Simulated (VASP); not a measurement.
A run of VASP 6.6.1:

Contents of INCAR:

```
ALGO = Normal ; EDIFF = 1E-6
EDIFFG = -0.01 ; ENCUT = 600
GGA = PE ; IBRION = 2
ISIF = 3 ; ISMEAR = 0
LASPH = T ; LCHARG = F
LREAL = F ; LWAVE = F
NELM = 100 ; NSW = 100
PREC = Accurate ; SIGMA = 0.1
```

File KPOINTS:

```
k-points
0
Gamma
  12 12 12
```

File POSCAR:

```
Cu
1.0
    0.0000000000      3.4236070225      3.4236070225
    3.4236070225      0.0000000000      3.4236070225
    3.4236070225      3.4236070225      0.0000000000
Cu
4
Direct
    0.6250000000      0.6250000000      0.6250000000
    0.1250000000      0.6250000000      0.6250000000
    0.6250000000      0.1250000000      0.6250000000
    0.6250000000      0.6250000000      0.1250000000
```

Potentials or basis: VASP PAW PBE potentials, release 64 (Cu).

Run with:

```sh
$ cat potpaw_PBE.64/Cu/POTCAR > POTCAR
$ mpirun -np 1 vasp_std > vasp.out
```

Hardware: 1 thread of Intel(R) Xeon(R) Platinum 8259CL CPU @ 2.50GHz (Skylake/Cascade Lake), on a shared host.

Task: Estimate the wall time of this run.

Result: It took 5.9 min on 1 thread of Intel(R) Xeon(R) Platinum 8259CL CPU @ 2.50GHz (Skylake/Cascade Lake), on a shared host, peak memory 0.33 GiB. Counts: scf iterations 26, k points 72, ion steps 3.
